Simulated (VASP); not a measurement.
# TaSiO4 (P4/mmm) in VASP: further runs, part 2 of 2

VASP 6.6.1.

## (4) Relaxation of cell and atoms, PBE

INCAR

```
SYSTEM = TaSiO4
ALGO     = Normal         ! electronic algorithm
EDIFF    = 1E-7           ! SCF threshold, eV
EDIFFG   = -0.01          ! ionic threshold
ENCUT    = 600            ! plane-wave cutoff, eV
GGA      = PE             ! functional
IBRION   = 2              ! ionic algorithm
ISIF     = 3              ! what is computed and relaxed
ISMEAR   = 0              ! smearing method
LASPH    = .TRUE.         ! aspherical terms in the spheres
LCHARG   = .FALSE.        ! write CHGCAR
LREAL    = .FALSE.        ! projectors in reciprocal space
LWAVE    = .FALSE.        ! write WAVECAR
NELM     = 60             ! most SCF steps
NSW      = 100            ! ionic steps
PREC     = Accurate       ! precision mode
SIGMA    = 0.1            ! smearing width, eV
```

KPOINTS

```
k-points
0
G
  12 12 8
  0 0 0
```

POSCAR

```
TaSiO4
1.0
    3.4024998713      0.0000000000      0.0000000000
    0.0000000000      3.4024998713      0.0000000000
    0.0000000000      0.0000000000      4.8865370962
Ta Si O
1 1 4
Direct
    0.5000000000      0.5000000000      0.5000000000
    0.0000000000      0.0000000000      0.0000000000
    0.5000000000      0.0000000000      0.7587453010
    0.0000000000      0.5000000000      0.2412546990
    0.5000000000      0.0000000000      0.2412546990
    0.0000000000      0.5000000000      0.7587453010
```

Potentials or basis: VASP PAW PBE potentials, release 64 (Ta_pv, Si, O).

On the command line:

```console
> cat potpaw_PBE.64/Ta_pv/POTCAR potpaw_PBE.64/Si/POTCAR potpaw_PBE.64/O/POTCAR > POTCAR
> mpirun -np 1 vasp_std > vasp.out
```

OUTCAR:

```text
SYSTEM = TaSiO4
   EDIFF = 1E-7
   EDIFFG = -0.01
   ENCUT = 600
   GGA = PE
   IBRION = 2
   ISIF = 3
   ISMEAR = 0
   LASPH = .TRUE.
   LREAL = .FALSE.
   NELM = 60
   NSW = 100
   PREC = Accurate

 ion  position               nearest neighbor table
   1  0.500  0.500  0.500-   3 2.12   4 2.12   5 2.12   6 2.12   3 2.12   5 2.12   4 2.12   6 2.12

   2  0.000  0.000  0.000-   3 2.07   4 2.07   5 2.07   6 2.07   4 2.07   6 2.07   3 2.07   5 2.07

   3  0.500  0.000  0.759-   2 2.07   2 2.07   1 2.12   1 2.12
   4  0.000  0.500  0.241-   2 2.07   2 2.07   1 2.12   1 2.12
   5  0.500  0.000  0.241-   2 2.07   2 2.07   1 2.12   1 2.12
   6  0.000  0.500  0.759-   2 2.07   2 2.07   1 2.12   1 2.12

  LATTYP: Found a simple tetragonal cell.
 ALAT       =     3.4024998713
 C/A-ratio  =     1.4361608467

  Lattice vectors:

 A1 = (   3.4024998713,   0.0000000000,   0.0000000000)
 A2 = (   0.0000000000,   3.4024998713,   0.0000000000)
 A3 = (   0.0000000000,   0.0000000000,   4.8865370962)

Analysis of symmetry for initial positions (statically):
=====================================================================
 Subroutine PRICEL returns:
 Original cell was already a primitive cell.

 Routine SETGRP: Setting up the symmetry group for a
[... 185 lines left out ...]
  -------------------------------------------------------------------------------------
  Total       -0.1178147     -0.1178147      0.2772854      0.0000000     -0.0000000      0.0000000
  in kB       -3.3366656     -3.3366656      7.8530819      0.0000000     -0.0000000      0.0000000
  external PRESSURE =       0.3932502 kB  Pullay stress =       0.0000000 kB
[... 187 lines left out ...]
--------------------------------------- Ionic step        6  -------------------------------------------

 number of electron      38.9999989 magnetization

 Free energy of the ion-electron system (eV)
  ---------------------------------------------------
  ext. energy  EPLUGINS =         0.00000000
  ---------------------------------------------------
  free energy    TOTEN  =       -49.24316672 eV

  energy without entropy =      -49.23968493  energy(sigma->0) =      -49.24142583

 E-fermi :   8.3360     XC(G=0): -12.1908

 val. band max:        8.2746199814   @ k =   0.0833   0.0833   0.3750
 cond. band min:       8.3467063548   @ k =   0.3333   0.3333   0.3750
 fundamental gap:      0.0720863734
 Fermi energy:         8.3359540873

 k-point     1 :       0.0000    0.0000    0.0000
  band No.  band energies     occupation
      1     -28.4427      2.00000
      2     -28.2124      2.00000
      3     -28.2124      2.00000
      4     -14.2828      2.00000
      5     -11.9909      2.00000
      6     -11.2680      2.00000
[... 613 lines left out ...]
     22      12.3139      0.00000
     23      12.3882      0.00000

 [... further k-points ...]

------------------------ aborting loop because EDIFF is reached ----------------------------------------

  FORCE on cell =-STRESS in cart. coord.  units (eV):
  Direction    XX          YY          ZZ          XY          YZ          ZX
  --------------------------------------------------------------------------------------
  -------------------------------------------------------------------------------------
  Total        0.0293536      0.0293536     -0.0071699      0.0000000     -0.0000000      0.0000000
  in kB        0.8323470      0.8323470     -0.2033083      0.0000000     -0.0000000      0.0000000
  external PRESSURE =       0.4871286 kB  Pullay stress =       0.0000000 kB
[... 21 lines left out ...]
  FREE ENERGIE OF THE ION-ELECTRON SYSTEM (eV)
  ---------------------------------------------------
  free  energy   TOTEN  =       -49.2431667178 eV

  energy  without entropy=      -49.2396849327  energy(sigma->0) =      -49.24142583

 reached required accuracy - stopping structural energy minimisation
```

CONTCAR:

```text
TaSiO4
   1.00000000000000
     3.3981964883191207   -0.0000000000000000    0.0000000000000000
    -0.0000000000000000    3.3981964883191207   -0.0000000000000000
     0.0000000000000000   -0.0000000000000000    4.8929520139669380
  Ta              Si              O
     1     1     4
Direct
     0.5000000000000000    0.5000000000000000    0.5000000000000000
     0.0000000000000000    0.0000000000000000    0.0000000000000000
     0.5000000000000000    1.0000000000000000    0.7593347469095871
     0.0000000000000000    0.5000000000000000    0.2406652530904128
     0.5000000000000000    0.0000000000000000    0.2406652530904128
     0.0000000000000000    0.5000000000000000    0.7593347469095871

  0.00000000E+00  0.00000000E+00  0.00000000E+00
  0.00000000E+00  0.00000000E+00  0.00000000E+00
  0.00000000E+00  0.00000000E+00  0.00000000E+00
  0.00000000E+00  0.00000000E+00  0.00000000E+00
  0.00000000E+00  0.00000000E+00  0.00000000E+00
  0.00000000E+00  0.00000000E+00  0.00000000E+00
```

It took 11 min on 1 thread of AMD EPYC 7R13, shared host; peak memory 0.32 GiB.

What came out:

```yaml
Free_energy: -49.2432 eV
Relaxed_volume: 9.42 Å³/atom
Relaxed_cell: a = 3.398 Å, b = 3.398 Å, c = 4.893 Å, α = 90.00°, β = 90.00°, γ = 90.00°
Space_group_after_relaxing_to_0.1_Å: P4/mmm (No. 123)
Energy_gained_by_relaxing: 0.1 meV/atom
Ionic_steps: 6
Pressure_after_relaxing: 0.0 GPa
Largest_force_after_relaxing: 0.008 eV/Å
Band_gap_on_the_k_mesh: zero (an odd number of electrons rules out a gap without spin polarisation)
```

Forces on the atoms (eV/Å):
```
Ta   0.000  0.000  0.000
Si   0.000  0.000  0.000
O    0.000  0.000  0.008
O    0.000  0.000 -0.008
O    0.000  0.000 -0.008
O    0.000  0.000  0.008
```

Stress tensor (GPa, compression positive):
```
 0.08  0.00  0.00
 0.00  0.08  0.00
 0.00  0.00 -0.02
```

The path:
| step | energy change (eV) | largest force (eV/Å) | pressure (GPa) | volume (Å³) |
| --- | --- | --- | --- | --- |
| 1 | 0.0000 | 0.0523 | 0.04 | 56.57 |
| 2 | -0.0006 | 0.0070 | -0.33 | 56.59 |
| 3 | -0.0006 | 0.0145 | -0.27 | 56.59 |
| 4 | -0.0006 | 0.0163 | -0.25 | 56.59 |
| 5 | -0.0007 | 0.0043 | 0.16 | 56.47 |
| 6 | -0.0007 | 0.0075 | 0.05 | 56.50 |

Final structure:
```
Ta Si O
1.0
     3.39820    0.00000    0.00000
     0.00000    3.39820    0.00000
     0.00000    0.00000    4.89295
Ta Si O
1 1 4
Direct
  0.50000 0.50000 0.50000
  0.00000 0.00000 0.00000
  0.50000 0.00000 0.75933
  0.00000 0.50000 0.24067
  0.50000 0.00000 0.24067
  0.00000 0.50000 0.75933
```

Caveat: spin-orbit coupling is left out, which moves the levels of the heavy elements; an odd number of electrons without spin polarisation forces a metal; a magnetic or distorted state may lie lower.

## (5) The runs side by side

```csv
task,cell,k mesh,cutoff (eV),gap on the mesh (eV),pressure (GPa),relaxed volume (Å³/atom),largest force (eV/Å)
single point,"a = 3.398, b = 3.398, c = 4.891 Å, 6 atoms, atomic positions A",12 × 12 × 8,520,none,0.6,-,0.03
relaxation of cell and atoms,"relaxed from a = 3.482, b = 3.482, c = 4.930 Å, 6 atoms, atomic positions B",6 × 6 × 4,600,none,0.1,9.42,0.01
relaxation of cell and atoms,"relaxed from a = 3.402, b = 3.402, c = 4.887 Å, 6 atoms, atomic positions A",12 × 12 × 8,600,none,0.0,9.42,0.01
```

Alike in all rows: level PBE; potentials or basis VASP PAW PBE potentials, release 64 (Ta_pv, Si, O); no spin polarisation; smearing gaussian 0.1 eV.

Caveats: spin-orbit coupling is left out, which moves the levels of the heavy elements; an odd number of electrons without spin polarisation forces a metal; a magnetic or distorted state may lie lower.

Absolute energies hang on the potentials; compare differences alone.
